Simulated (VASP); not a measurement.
Write the native input for VASP 6.6.1 that does the following.

* Task: relaxation of the atoms
* Functional: r2SCAN
* Dispersion: D3(BJ)
* Potentials or basis: VASP PAW PBE potentials, release 64 (C, H)
* Cutoff: 520 eV
* k mesh: 1 × 1 × 1
* Occupations: fermi-dirac, width 0.05 eV
* Spin: no spin polarisation
* Dipole correction: no
* Further INCAR settings: LREAL = Auto; ALGO = Normal; EDIFF = 1e-06; IBRION = 2; EDIFFG = -0.3; NSW = 35

System: H4C.

```
C H
1.0
     8.68543    0.00000    0.00000
     0.00000    8.68543    0.00000
     0.00000    0.00000    8.68543
C H
8 32
Cartesian
  4.7062 0.2416 4.9804
  3.9585 3.7795 2.3654
  5.4216 6.6730 8.3160
  2.2580 6.2201 5.9465
  6.7233 1.8396 1.2133
  1.0087 3.3405 2.4996
  7.3754 1.4077 6.4561
  5.1214 4.8229 5.2329
  5.3598 0.8252 5.6281
  4.0426 -0.3705 5.5905
  5.3094 -0.4028 4.3413
  4.1132 0.9144 4.3615
  4.3701 4.4927 3.0791
  3.5174 2.9408 2.9034
  4.7540 3.4160 1.7154
  3.1927 4.2684 1.7638
  6.2736 7.3521 8.3364
  4.6334 7.0597 8.9614
  5.7318 5.6904 8.6704
  5.0477 6.5899 7.2959
  2.8674 7.1121 5.8041
  1.6656 6.3261 6.8549
  2.9055 5.3481 6.0347
  1.5935 6.0941 5.0921
  6.6129 0.7665 1.3669
  7.0716 2.3045 2.1352
  5.7614 2.2671 0.9318
  7.4474 2.0202 0.4193
  0.9524 4.4158 2.3326
  0.0909 2.8699 2.1482
  1.1329 3.1442 3.5642
  1.8585 2.9321 1.9534
  8.2270 0.7291 6.4969
  7.6778 2.3919 6.8129
  6.5740 1.0232 7.0865
  7.0228 1.4866 5.4281
  5.7050 5.5220 5.8313
  4.6773 4.0702 5.8838
  5.7713 4.3365 4.5059
  4.3321 5.3628 4.7105
```

The input as run:

POSCAR

```
H4C
1.0
    8.6854290000      0.0000000000      0.0000000000
    0.0000000000      8.6854290000      0.0000000000
    0.0000000000      0.0000000000      8.6854290000
C H
8 32
Direct
    0.5418548000      0.0278132000      0.5734144000
    0.4557678000      0.4351534000      0.2723411000
    0.6242195000      0.7683014000      0.9574655000
    0.2599784000      0.7161541000      0.6846469000
    0.7740924000      0.2118026000      0.1396929000
    0.1161334000      0.3846097000      0.2877948000
    0.8491722000      0.1620743000      0.7433253000
    0.5896536000      0.5552831000      0.6024911000
    0.6171023000      0.0950124000      0.6479932000
    0.4654416000     -0.0426589000      0.6436613000
    0.6113025000     -0.0463763000      0.4998422000
    0.4735729000      0.1052757000      0.5021607000
    0.5031523000      0.5172703000      0.3545083000
    0.4049725000      0.3385955000      0.3342794000
    0.5473490000      0.3933039000      0.1974983000
    0.3675975000      0.4914436000      0.2030783000
    0.7223080000      0.8464876000      0.9598127000
    0.5334652000      0.8128221000      1.0317723000
    0.6599351000      0.6551651000      0.9982639000
    0.5811698000      0.7587310000      0.8400132000
    0.3301437000      0.8188582000      0.6682567000
    0.1917742000      0.7283561000      0.7892377000
    0.3345282000      0.6157601000      0.6948101000
    0.1834675000      0.7016422000      0.5862832000
    0.7613754000      0.0882495000      0.1573805000
    0.8141944000      0.2653347000      0.2458346000
    0.6633388000      0.2610268000      0.1072807000
    0.8574610000      0.2325993000      0.0482757000
    0.1096605000      0.5084178000      0.2685703000
    0.0104611000      0.3304248000      0.2473314000
    0.1304342000      0.3620132000      0.4103705000
    0.2139778000      0.3375829000      0.2249069000
    0.9472189000      0.0839419000      0.7480276000
    0.8839889000      0.2753880000      0.7844073000
    0.7569055000      0.1178094000      0.8159021000
    0.8085757000      0.1711580000      0.6249642000
    0.6568415000      0.6357721000      0.6713913000
    0.5385206000      0.4686290000      0.6774339000
    0.6644781000      0.4992887000      0.5187902000
    0.4987741000      0.6174425000      0.5423491000
```

INCAR.step1

```
ALGO     = Normal         # electronic algorithm
EDIFF    = 1E-4           # SCF threshold, eV
ENCUT    = 520            # plane-wave cutoff, eV
GGA      = PE             # functional
ISMEAR   = -1             # smearing method
LASPH    = True           # aspherical terms in the spheres
LCHARG   = False          # write CHGCAR
LREAL    = Auto         
LWAVE    = True           # write WAVECAR
NELM     = 100            # most SCF steps
PREC     = Accurate       # precision mode
SIGMA    = 0.05           # smearing width, eV
```

INCAR.step2

```
ALGO     = Normal         # electronic algorithm
EDIFF    = 1E-6           # SCF threshold, eV
EDIFFG   = -0.3           # ionic threshold
ENCUT    = 520            # plane-wave cutoff, eV
IBRION   = 2              # ionic algorithm
ISIF     = 2              # what is computed and relaxed
ISMEAR   = -1             # smearing method
ISTART   = 1            
IVDW     = 12             # dispersion correction
LASPH    = True           # aspherical terms in the spheres
LCHARG   = False          # write CHGCAR
LMIXTAU  = True         
LREAL    = Auto         
LWAVE    = False          # write WAVECAR
METAGGA  = R2SCAN         # meta-GGA
NELM     = 100            # most SCF steps
NSW      = 35             # ionic steps
PREC     = Accurate       # precision mode
SIGMA    = 0.05           # smearing width, eV
VDW_A1   = 0.49484001   
VDW_A2   = 5.73083694   
VDW_S6   = 1.0          
VDW_S8   = 0.78981345
```

KPOINTS

```
k-points
0
Gamma
  1 1 1
```

Potentials or basis: VASP PAW PBE potentials, release 64 (C, H).

Launch:

```console
$ cat potpaw_PBE.64/C/POTCAR potpaw_PBE.64/H/POTCAR > POTCAR
$ cp INCAR.step1 INCAR
$ mpirun -np 1 vasp_gam > vasp.out
$ cp INCAR.step2 INCAR
$ mpirun -np 1 vasp_gam > vasp.out
```

Results of the run:

```
Energy gained by relaxing    : 23.0 meV/atom
Ionic steps                  : 23
Pressure after relaxing      : 0.1 GPa
Largest force after relaxing : 0.169 eV/Å
Band gap on the k mesh       : 8.16 eV
Dispersion energy per atom   : -0.010 eV
```

Caveat: the k points lie up to 0.72 Å⁻¹ apart; the PAW data sets were made with another functional, which shifts forces and pressure a little; the relaxation stopped at a loose force limit of 0.3 eV/Å, so its end isn't a converged minimum.

It took 76 min on 1 thread of Intel(R) Xeon(R) Platinum 8488C (Sapphire Rapids), with other jobs on the host, peak memory 0.85 GiB.
